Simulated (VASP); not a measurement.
# Li5Cl3 (P4/mmm) in VASP: single point with PBE

Aim: the single point of Li5Cl3 with PBE.

All numbers are computed with VASP 6.6.1; they aren't measurements. Logs are shortened: lines on timing, memory, paths and dates and some standing lists are left out, and cuts for length are marked.

### Step 1. The cell of the first run

It takes space group P4/mmm (No. 123, tetragonal). The conventional cell has a = 3.231 Å, b = 3.231 Å, c = 14.870 Å, α = 90.00°, β = 90.00°, γ = 90.00°. Li (site symmetry 4mm) has 4 Cl at 2.73 Å and 9 Li at 3.14 to 3.59 Å within 3.6 Å. Within 3.7 Å of Li (site symmetry 4/mmm) lie 8 Cl at 2.82 Å and 6 Li at 3.14 to 3.23 Å. Li (site symmetry 4mm) has 4 Cl at 2.74 Å and 9 Li at 3.04 to 3.59 Å within 3.6 Å. Within 3.6 Å of Cl (site symmetry 4mm) lie 8 Li at 2.73 to 2.82 Å and 5 Cl at 3.23 to 3.31 Å. Cl (site symmetry 4/mmm) has 8 Li at 2.74 Å and 4 Cl at 3.23 Å within 3.6 Å.

The cell was built from a structure type or drawn by symmetry, and may not be a known phase.

### Step 2. Single point, PBE

Input file INCAR:

```
SYSTEM = Li5Cl3
  PREC = Accurate
  ENCUT = 520
  EDIFF = 1E-7
  ISMEAR = 0
  SIGMA = 0.1
  LREAL = .FALSE.
  LASPH = .TRUE.
  NELM = 100
  ALGO = Fast
  ISIF = 2
  LWAVE = .FALSE.
  LCHARG = .FALSE.
  GGA = PE
  NBANDS = 28
```

Input file KPOINTS:

```
regular mesh
0
G
  12 12 4
  0 0 0
```

Input file POSCAR:

```
Li5Cl3
1.0
    3.2311479846      0.0000000000      0.0000000000
    0.0000000000      3.2311479846      0.0000000000
    0.0000000000      0.0000000000     14.8696316953
Li Cl
5 3
Direct
    0.0000000000      0.0000000000      0.2115011211
    0.0000000000      0.0000000000      0.7884988789
    0.0000000000      0.0000000000      0.0000000000
    0.5000000000      0.5000000000      0.3978363824
    0.5000000000      0.5000000000      0.6021636176
    0.5000000000      0.5000000000      0.1113483884
    0.5000000000      0.5000000000      0.8886516116
    0.0000000000      0.0000000000      0.5000000000
```

Potentials or basis: VASP PAW PBE potentials, release 64 (Li_sv, Cl).

Started as:

```
> cat potpaw_PBE.64/Li_sv/POTCAR potpaw_PBE.64/Cl/POTCAR > POTCAR
> mpirun -np 1 vasp_std > vasp.out
```

OUTCAR:

```text
SYSTEM = Li5Cl3
   PREC = Accurate
   ENCUT = 520
   EDIFF = 1E-7
   ISMEAR = 0
   LREAL = .FALSE.
   LASPH = .TRUE.
   NELM = 100
   ISIF = 2
   GGA = PE

 ion  position               nearest neighbor table
   1  0.000  0.000  0.212-
   2  0.000  0.000  0.788-
   3  0.000  0.000  0.000-
   4  0.500  0.500  0.398-
   5  0.500  0.500  0.602-
   6  0.500  0.500  0.111-
   7  0.500  0.500  0.889-
   8  0.000  0.000  0.500-

  LATTYP: Found a simple tetragonal cell.
 ALAT       =     3.2311479846
 C/A-ratio  =     4.6019655448

  Lattice vectors:

 A1 = (   3.2311479846,   0.0000000000,   0.0000000000)
 A2 = (   0.0000000000,   3.2311479846,   0.0000000000)
 A3 = (   0.0000000000,   0.0000000000,  14.8696316953)

Analysis of symmetry for initial positions (statically):
=====================================================================
 Subroutine PRICEL returns:
 Original cell was already a primitive cell.

 Routine SETGRP: Setting up the symmetry group for a
 simple tetragonal supercell.

 Subroutine GETGRP returns: Found 16 space group operations
 (whereof 16 operations were pure point group operations)
 out of a pool of 16 trial point group operations.

The static configuration has the point symmetry D_4h.

Analysis of symmetry for dynamics (positions and initial velocities):
=====================================================================
 Subroutine PRICEL returns:
 Original cell was already a primitive cell.

 Routine SETGRP: Setting up the symmetry group for a
 simple tetragonal supercell.

 Subroutine GETGRP returns: Found 16 space group operations
 (whereof 16 operations were pure point group operations)
 out of a pool of 16 trial point group operations.

The dynamic configuration has the point symmetry D_4h.

 Subroutine INISYM returns: Found 16 space group operations
 (whereof 16 operations are pure point group operations),
 and found     1 'primitive' translations

[... 104 lines left out ...]
   ENCUT  =  520.0 eV  38.22 Ry    6.18 a.u.   6.01  6.01 27.65*2*pi/ulx,y,z
   NELM   =    100;   NELMIN=  2; NELMDL= -5     # of ELM steps
   EDIFF  = 0.1E-06   stopping-criterion for ELM
   LREAL  =      F    real-space projection
   EDIFFG = 0.1E-05   stopping-criterion for IOM
   NSW    =      0    number of steps for IOM
   IBRION =     -1    ionic relax: 0-MD 1-quasi-New 2-CG
   NFREE  =      0    steps in history (QN), initial steepest desc. (CG)
   ISIF   =      2    stress and relaxation
   ISYM   =      2    0-nonsym 1-usesym 2-fastsym
   POTIM  = 0.5000    time-step for ionic-motion
   TEBEG  =    0.0;   TEEND  =   0.0 temperature during run
   PSTRESS=    0.0 pullay stress
   NELECT =      36.0000    total number of electrons
   NUPDOWN=      -1.0000    fix difference up-down
   EMIN   =  10.00;   EMAX   =-10.00  energy-range for DOS
   EFERMI =   0.00;   METHOD = LEGACY
   ISMEAR =     0;   SIGMA  =   0.10  broadening in eV -4-tet -1-fermi 0-gaus
   EFERMI_NEDOS =   21; number of points for ismear=-14 and -15
   IALGO  =     68    algorithm
   IMIX   =      4    mixing-type and parameters
     AMIX     =   0.40;   BMIX     =  1.00
     AMIX_MAG =   1.60;   BMIX_MAG =  1.00
  volume/ion in A,a.u.               =      19.41       130.95
  Fermi-wavevector in a.u.,A,eV,Ry     =   1.005783  1.900655 13.763650  1.011600
  Thomas-Fermi vector in A             =   2.138484
   LORBIT       =      0    0 simple, 1 ext, 2 COOP (PROOUT), +10 PAW based schemes
   GGA     = PE    functional components
   LHFCALC =     F    Hartree Fock is set to
   AEXX    =    0.0000 exact exchange contribution
   IVDW    =     0    specifies the selected vdW correction
   LEPSILON=     F    determine dielectric tensor
   LRPA    =     F    only Hartree local field effects (RPA)
 non-spin polarized calculation
 RMM-DIIS sequential band-by-band and
 Gauss-broadening in eV      SIGMA  =   0.10
  energy-cutoff  :      520.00
  volume of cell :      155.24
 maximum number of plane-waves:      4228
   NGX = 13   NGY = 13   NGZ = 55

 number of electron      35.9999980 magnetization

 Free energy of the ion-electron system (eV)
  ---------------------------------------------------
  ext. energy  EPLUGINS =         0.00000000
  ---------------------------------------------------
  free energy    TOTEN  =       -23.85681842 eV

  energy without entropy =      -23.84775427  energy(sigma->0) =      -23.85228634

 E-fermi :   3.5431     XC(G=0):  -7.9454

 val. band max:        3.5412133559   @ k =   0.3333   0.1667   0.2500
 cond. band min:       3.5477919738   @ k =   0.4167   0.0833   0.2500
 fundamental gap:      0.0065786179
 Fermi energy:         3.5430991613

 k-point     1 :       0.0000    0.0000    0.0000
  band No.  band energies     occupation
      1     -45.4378      2.00000
      2     -44.4355      2.00000
      3     -44.4355      2.00000
      4     -44.4118      2.00000
      5     -44.4084      2.00000
      6     -14.3303      2.00000
[... 733 lines left out ...]
     27       7.4741      0.00000
     28       7.8284      0.00000

 [... further k-points ...]

------------------------ aborting loop because EDIFF is reached ----------------------------------------

  FORCE on cell =-STRESS in cart. coord.  units (eV):
  Direction    XX          YY          ZZ          XY          YZ          ZX
  --------------------------------------------------------------------------------------
  -------------------------------------------------------------------------------------
  Total       -0.0910795     -0.0910795     -0.0936932      0.0000000      0.0000000     -0.0000000
  in kB       -0.9399773     -0.9399773     -0.9669519      0.0000000      0.0000000     -0.0000000
  external PRESSURE =      -0.9489688 kB  Pullay stress =       0.0000000 kB

 VOLUME and BASIS-vectors are now :
 -----------------------------------------------------------------------------
  energy-cutoff  :      520.00
  volume of cell :      155.24
      direct lattice vectors                 reciprocal lattice vectors
     3.231147985  0.000000000  0.000000000     0.309487527  0.000000000  0.000000000
     0.000000000  3.231147985  0.000000000     0.000000000  0.309487527  0.000000000
     0.000000000  0.000000000 14.869631695     0.000000000  0.000000000  0.067251161

 POSITION                                       TOTAL-FORCE (eV/Angst)
 -----------------------------------------------------------------------------------
      0.00000      0.00000      3.14494         0.000000      0.000000     -0.002704
      0.00000      0.00000     11.72469        -0.000000      0.000000      0.002704
      0.00000      0.00000      0.00000         0.000000      0.000000      0.000000
      1.61557      1.61557      5.91568         0.000000      0.000000      0.003395
      1.61557      1.61557      8.95395        -0.000000      0.000000     -0.003395
      1.61557      1.61557      1.65571        -0.000000      0.000000     -0.000086
      1.61557      1.61557     13.21392         0.000000     -0.000000      0.000086
      0.00000      0.00000      7.43482         0.000000      0.000000      0.000000
 -----------------------------------------------------------------------------------
    total drift:                                0.000000     -0.000000      0.000000

  FREE ENERGIE OF THE ION-ELECTRON SYSTEM (eV)
  ---------------------------------------------------
  free  energy   TOTEN  =       -23.8568184152 eV

  energy  without entropy=      -23.8477542696  energy(sigma->0) =      -23.85228634
```

OSZICAR:

```text
N       E                     dE             d eps       ncg     rms          rms(c)
DAV:   1     0.261724208505E+03    0.26172E+03   -0.14477E+04  4704   0.125E+03
DAV:   2     0.126469915455E+02   -0.24908E+03   -0.23165E+03  6032   0.291E+02
DAV:   3    -0.180367637317E+02   -0.30684E+02   -0.30485E+02  6560   0.857E+01
[... 18 lines left out ...]
RMM:  22    -0.238568177138E+02   -0.17191E-06   -0.40119E-06  6789   0.682E-03    0.391E-03
RMM:  23    -0.238568180790E+02   -0.36520E-06   -0.24926E-06  6351   0.557E-03    0.427E-03
RMM:  24    -0.238568182631E+02   -0.18410E-06   -0.16764E-06  6342   0.474E-03    0.439E-03
RMM:  25    -0.238568183785E+02   -0.11544E-06   -0.11109E-06  6182   0.412E-03    0.447E-03
RMM:  26    -0.238568184152E+02   -0.36663E-07   -0.71560E-07  5703   0.369E-03
   1 F= -.23856818E+02 E0= -.23852286E+02  d E =-.906415E-02
```

stdout:

```text
POSCAR found type information on POSCAR LiCl
[... 24 lines left out ...]
 num prob  num prob  num prob  num prob  num prob  num prob  num prob  num prob  num prob  num prob  num prob  num prob  num prob  num prob  num prob  num prob  num prob  num prob  num prob  num prob  num prob  num prob  num prob  num prob  num prob  num prob  num prob  num prob  num prob  num prob  num prob  num prob  num prob  num prob  num prob  num prob  num prob  num prob  num prob  num prob  num prob  num prob  num prob  num prob  num prob  num prob  num prob  num prob  num prob  num prob  num prob  num prob  num prob  num prob RMM:  26    -0.238568184152E+02   -0.36663E-07   -0.71560E-07  5703   0.369E-03
```

It took 6.4 min on 1 thread of Intel Xeon Platinum 8488C (Sapphire Rapids), shared host; peak memory 0.4 GiB.

What came out:

```yaml
Free_energy: -23.8568 eV
Largest_force: 0.003 eV/Å
Band_gap_on_the_k_mesh: zero (bands 18 and 19 overlap by 3.34 eV)
```

Forces on the atoms (eV/Å):
```
Li   0.000  0.000 -0.003
Li   0.000  0.000  0.003
Li   0.000  0.000  0.000
Li   0.000  0.000  0.003
Li   0.000  0.000 -0.003
Cl   0.000  0.000  0.000
Cl   0.000  0.000  0.000
Cl   0.000  0.000  0.000
```

Levels at points of the mesh, in eV from the Fermi level:
```
           k point  band 14  band 15  band 16  band 17  band 18  band 19  band 20  band 21  band 22  band 23
(0.00, 0.00, 0.00)    -4.16    -4.16    -4.13    -4.13    -2.12    -1.38     1.36     2.22     2.22     4.06
(0.50, 0.00, 0.00)    -5.09    -3.88    -3.72    -3.71     0.46     0.82     0.92     1.35     2.43     3.55
(0.50, 0.50, 0.00)    -6.52    -5.59    -4.92    -4.44     1.57     1.62     1.75     1.84     1.84     1.98
(0.00, 0.00, 0.50)    -4.16    -4.16    -4.13    -4.13    -1.95    -1.60     1.58     1.95     2.34     4.22
(0.50, 0.00, 0.50)    -5.09    -3.88    -3.72    -3.71     0.51     0.64     1.18     1.19     2.78     2.99
(0.50, 0.50, 0.50)    -6.52    -5.59    -4.92    -4.44     1.57     1.62     1.63     1.63     1.75     2.61
```

Caveat: the cutoff is under 1.25 times the usual one of these potentials, so pressure, stress and relaxed cells hold a basis-set (Pulay) error.
